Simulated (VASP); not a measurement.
Write the native input for VASP 6.6.1 that does the following.

- Task: single point
- Functional: PBEsol
- Potentials or basis: VASP PAW PBE potentials, release 64 (Hg, F)
- Cutoff: 520 eV
- k mesh: 7 × 7 × 7
- Occupations: fermi-dirac, width 0.05 eV
- Spin: no spin polarisation
- Dipole correction: no
- Further INCAR settings: ALGO = Normal; EDIFF = 1e-07; NBANDS = 24

The structure of HgF3 lies in POSCAR:

```
HgF3
1.0
    3.5705043667      0.0000000000      0.0000000000
    0.0000000000      3.5705043667      0.0000000000
    0.0000000000      0.0000000000      3.5705043667
Hg F
1 3
Direct
    0.0000000000      0.0000000000      0.0000000000
    0.0000000000      0.5000000000      0.5000000000
    0.5000000000      0.0000000000      0.5000000000
    0.5000000000      0.5000000000      0.0000000000
```

These files were run (other wordings do the same):

INCAR

```
ALGO     = Normal         # electronic algorithm
EDIFF    = 1E-7           # SCF threshold, eV
ENCUT    = 520            # plane-wave cutoff, eV
GGA      = PS             # functional
ISIF     = 2              # what is computed and relaxed
ISMEAR   = -1             # smearing method
LASPH    = True           # aspherical terms in the spheres
LCHARG   = True           # write CHGCAR
LELF     = True           # ELF
LREAL    = False          # projectors in reciprocal space
LVHAR    = True         
LWAVE    = False          # write WAVECAR
NBANDS   = 24             # bands
NELM     = 60             # most SCF steps
PREC     = Accurate       # precision mode
SIGMA    = 0.05           # smearing width, eV
```

KPOINTS

```
k-points
0
Gamma
  7 7 7
```

Potentials or basis: VASP PAW PBE potentials, release 64 (Hg, F).

Launch:

```console
$ cat potpaw_PBE.64/Hg/POTCAR potpaw_PBE.64/F/POTCAR > POTCAR
$ mpirun -np 1 vasp_std > vasp.out
```

Results of the run:

- Pressure: 0.3 GPa

Caveat: the PAW data sets were made with another functional, which shifts forces and pressure a little; an odd number of electrons without spin polarisation forces a metal; a magnetic or distorted state may lie lower.

Wall time 22 s on 1 thread of Intel(R) Xeon(R) Platinum 8259CL CPU @ 2.50GHz (Skylake/Cascade Lake), with other jobs on the host, peak memory 0.16 GiB.
